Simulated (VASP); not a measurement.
# CsH in VASP: notebook, part 2 of 2

VASP 6.6.1. Earlier steps stand in the parts before.

**3. Single point, LDA (strain +0.080 along x and y, +0.080 along z)**

Input file INCAR:

```
PREC = Accurate ; ENCUT = 520
EDIFF = 1E-6 ; ISMEAR = 0
SIGMA = 0.05 ; LREAL = F
LASPH = T ; NELM = 100
ALGO = Normal ; ISIF = 2
LWAVE = F ; LCHARG = F
NBANDS = 12
```

Input file KPOINTS:

```
Automatic mesh
0
Gamma
  8 8 8
```

Input file POSCAR:

```
CsH
1.0
    0.0000000000      3.4430400000      3.4430400000
    3.4430400000      0.0000000000      3.4430400000
    3.4430400000      3.4430400000      0.0000000000
Cs H
1 1
Direct
    0.0000000000      0.0000000000      0.0000000000
    0.5000000000      0.5000000000      0.5000000000
```

Potentials or basis: VASP PAW LDA potentials, release 64 (Cs_sv, H).

Launch:

```
> cat potpaw_LDA.64/Cs_sv/POTCAR potpaw_LDA.64/H/POTCAR > POTCAR
> mpirun -np 1 vasp_std > vasp.out
```

OUTCAR:

```text
PREC = Accurate
   ENCUT = 520
   EDIFF = 1E-6
   ISMEAR = 0
   LREAL = F
   LASPH = T
   NELM = 100
   ISIF = 2

 ion  position               nearest neighbor table
   1  0.000  0.000  0.000-
   2  0.500  0.500  0.500-

  LATTYP: Found a face centered cubic cell.
 ALAT       =     6.8860800000

  Lattice vectors:

 A1 = (   0.0000000000,   3.4430400000,   3.4430400000)
 A2 = (   3.4430400000,   0.0000000000,   3.4430400000)
 A3 = (   3.4430400000,   3.4430400000,   0.0000000000)

Analysis of symmetry for initial positions (statically):
=====================================================================
 Subroutine PRICEL returns:
 Original cell was already a primitive cell.

 Routine SETGRP: Setting up the symmetry group for a
 face centered cubic supercell.

 Subroutine GETGRP returns: Found 48 space group operations
 (whereof 48 operations were pure point group operations)
 out of a pool of 48 trial point group operations.

The static configuration has the point symmetry O_h .

Analysis of symmetry for dynamics (positions and initial velocities):
[... 164 lines left out ...]
 Fermi energy:        -0.6071342022

 k-point     1 :       0.0000    0.0000    0.0000
  band No.  band energies     occupation
      1     -22.3990      2.00000
      2      -9.0157      2.00000
      3      -9.0157      2.00000
      4      -9.0157      2.00000
      5      -2.3241      2.00000
      6       3.9657      0.00000
      7       4.0046      0.00000
      8       4.0046      0.00000
      9       4.0046      0.00000
     10       5.4284      0.00000
     11       5.4284      0.00000
     12       7.2925      0.00000
[... 331 lines left out ...]
 k-point    24 :      -0.3750    0.2500    0.1250
  band No.  band energies     occupation
      1     -22.3644      2.00000
      2      -9.3851      2.00000
      3      -9.1762      2.00000
      4      -9.1025      2.00000
      5      -1.1211      2.00000
      6       1.8622      0.00000
      7       3.1974      0.00000
      8       4.0979      0.00000
      9       5.7341      0.00000
     10       5.8601      0.00000
     11       6.9169      0.00000
     12       7.0823      0.00000

 [... further k-points ...]
[... 5 lines left out ...]
  --------------------------------------------------------------------------------------
  -------------------------------------------------------------------------------------
  Total       -1.1271560     -1.1271560     -1.1271560      0.0000000     -0.0000000     -0.0000000
  in kB      -22.1227136    -22.1227136    -22.1227136      0.0000000     -0.0000000     -0.0000000
  external PRESSURE =     -22.1227136 kB  Pullay stress =       0.0000000 kB

 VOLUME and BASIS-vectors are now :
 -----------------------------------------------------------------------------
  energy-cutoff  :      520.00
  volume of cell :       81.63
      direct lattice vectors                 reciprocal lattice vectors
     0.000000000  3.443040000  3.443040000    -0.145220503  0.145220503  0.145220503
     3.443040000  0.000000000  3.443040000     0.145220503 -0.145220503  0.145220503
     3.443040000  3.443040000  0.000000000     0.145220503  0.145220503 -0.145220503

 POSITION                                       TOTAL-FORCE (eV/Angst)
 -----------------------------------------------------------------------------------
      0.00000      0.00000      0.00000        -0.000000      0.000000      0.000000
      3.44304      3.44304      3.44304         0.000000     -0.000000     -0.000000
 -----------------------------------------------------------------------------------
    total drift:                               -0.000000      0.000000      0.000000

  FREE ENERGIE OF THE ION-ELECTRON SYSTEM (eV)
  ---------------------------------------------------
  free  energy   TOTEN  =        -4.7012692461 eV

  energy  without entropy=       -4.7012692461  energy(sigma->0) =       -4.70126925
```

stdout:

```text
POSCAR found type information on POSCAR CsH
 POSCAR found :  2 types and       2 ions
 scaLAPACK will be used
 LDA part: xc-table for (Slater(with rela. corr.)+CA(PZ))
 , standard interpolation
 POSCAR, INCAR and KPOINTS ok, starting setup
 FFT: planning ... GRIDC
 FFT: planning ... GRID_SOFT
 FFT: planning ... GRID
 WAVECAR not read
 entering main loop
```

Wall time 15 s (1 thread of AMD EPYC 9R14 (Zen 4), shared host); peak memory 0.15 GiB.

What came out:

```yaml
Free_energy: -4.7013 eV
Pressure: -2.2 GPa
Band_gap_on_the_k_mesh: 2.14 eV, direct
```

Caveat: the cell differs from its parent crystal (strain +0.080 along x and y, +0.080 along z); spin-orbit coupling is left out, which moves the levels of the heavy elements.

**4. Single point, LDA (strain -0.080 along x and y, -0.040 along z)**

Input file INCAR:

```
SYSTEM = CsH
PREC = Accurate
ENCUT = 520
EDIFF = 1E-6
ISMEAR = 0
SIGMA = 0.05
LREAL = .FALSE.
LASPH = .TRUE.
NELM = 100
ALGO = Normal
ISIF = 2
LWAVE = .FALSE.
LCHARG = .FALSE.
NBANDS = 12
```

Input file KPOINTS:

```
Automatic mesh
0
G
  8 8 8
  0 0 0
```

Input file POSCAR:

```
CsH
1.0
    0.0000000000      2.9329600000      3.0604800000
    2.9329600000      0.0000000000      3.0604800000
    2.9329600000      2.9329600000      0.0000000000
Cs H
1 1
Direct
    0.0000000000      0.0000000000      0.0000000000
    0.5000000000      0.5000000000      0.5000000000
```

Launch:

```
> cat potpaw_LDA.64/Cs_sv/POTCAR potpaw_LDA.64/H/POTCAR > POTCAR
> mpirun -np 1 vasp_std > vasp.out
```

Wall time 16 s (1 thread of AMD EPYC 9R14 (Zen 4), shared host); peak memory 0.14 GiB.

The run converged. Its results:

```yaml
Free_energy: -4.8999 eV
Pressure: 1.2 GPa
Band_gap_on_the_k_mesh: 1.56 eV, direct
```

Stress tensor (GPa, compression positive):
```
 1.77  0.00  0.00
 0.00  1.77  0.00
 0.00  0.00 -0.01
```

Levels at points of the mesh, in eV from the valence-band top:
```
           k point  band 1  band 2  band 3  band 4  band 5  band 6  band 7  band 8  band 9  band 10
(0.00, 0.00, 0.00)  -21.70   -7.89   -7.84   -7.84   -2.37    4.70    4.95    4.95    6.04     7.15
(0.50, 0.00, 0.00)  -21.52   -9.38   -8.07   -7.96    0.00    1.56    4.18    4.53    7.59     8.71
(0.50, 0.50, 0.00)  -21.48   -9.17   -8.27   -8.27   -1.94    2.38    5.87    8.87    9.03     9.05
(0.50, 0.00, 0.50)  -21.45   -9.13   -8.41   -8.35   -1.96    2.25    6.30    8.46    8.51     9.11
```

Caveat: the cell differs from its parent crystal (strain -0.080 along x and y, -0.040 along z); spin-orbit coupling is left out, which moves the levels of the heavy elements. A k mesh can miss the band edges.

**5. Single point, LDA (strain -0.040 along x and y, +0.000 along z)**

Input file INCAR:

```
PREC     = Accurate       # precision mode
ENCUT    = 520            # plane-wave cutoff, eV
EDIFF    = 1E-6           # SCF threshold, eV
ISMEAR   = 0              # smearing method
SIGMA    = 0.05           # smearing width, eV
LREAL    = F              # projectors in reciprocal space
LASPH    = T              # aspherical terms in the spheres
NELM     = 100            # most SCF steps
ALGO     = Normal         # electronic algorithm
ISIF     = 2              # what is computed and relaxed
LWAVE    = F              # write WAVECAR
LCHARG   = F              # write CHGCAR
NBANDS   = 12             # bands
```

Input file KPOINTS:

```
Automatic mesh
0
Gamma
  8 8 8
```

Input file POSCAR:

```
CsH
1.0
    0.0000000000      3.0604800000      3.1880000000
    3.0604800000      0.0000000000      3.1880000000
    3.0604800000      3.0604800000      0.0000000000
Cs H
1 1
Direct
    0.0000000000      0.0000000000      0.0000000000
    0.5000000000      0.5000000000      0.5000000000
```

Launch:

```
> cat potpaw_LDA.64/Cs_sv/POTCAR potpaw_LDA.64/H/POTCAR > POTCAR
> mpirun -np 1 vasp_std > vasp.out
```

Wall time 23 s (1 thread of AMD EPYC 9R14 (Zen 4), shared host); peak memory 0.16 GiB.

The run converged. Its results:

* Free energy: -4.9141 eV
* Pressure: -0.5 GPa
* Band gap on the k mesh: 1.80 eV, direct

Stress tensor (GPa, compression positive):
```
-0.14  0.00  0.00
 0.00 -0.14  0.00
 0.00  0.00 -1.16
```

Levels at points of the mesh, in eV from the valence-band top:
```csv
k point,band 3,band 4,band 5,band 6,band 7,band 8
"(0.00, 0.00, 0.00)",-7.85,-7.85,-2.06,4.81,5.03,5.03
"(0.50, 0.00, 0.00)",-8.03,-7.95,0.00,1.80,4.34,4.64
"(0.50, 0.50, 0.00)",-8.17,-8.17,-1.48,2.74,5.36,8.27
"(0.50, 0.00, 0.50)",-8.27,-8.23,-1.49,2.62,5.74,7.98
```

Caveat: the cell differs from its parent crystal (strain -0.040 along x and y, +0.000 along z); spin-orbit coupling is left out, which moves the levels of the heavy elements. A k mesh can miss the band edges.

**6. Overview**

| cell | gap on the mesh (eV) | pressure (GPa) |
| --- | --- | --- |
| a = 4.689 Å, angles 60.0°, 2 atoms | 2.07 | -1.9 |
| a = 4.869 Å, angles 60.0°, 2 atoms | 2.14 | -2.2 |
| a = 4.239, b = 4.239, c = 4.148 Å, angles 60.7, 60.7, 58.6°, 2 atoms | 1.56 | 1.2 |
| a = 4.419, b = 4.419, c = 4.328 Å, angles 60.7, 60.7, 58.6°, 2 atoms | 1.80 | -0.5 |

Alike in all rows: task single point; level LDA; potentials or basis VASP PAW LDA potentials, release 64 (Cs_sv, H); no spin polarisation; k mesh 8 × 8 × 8; cutoff (eV) 520; smearing gaussian 0.05 eV.

Caveats: spin-orbit coupling is left out, which moves the levels of the heavy elements.

Total energies depend on the potentials used, so only differences within one code and one set of settings carry meaning.
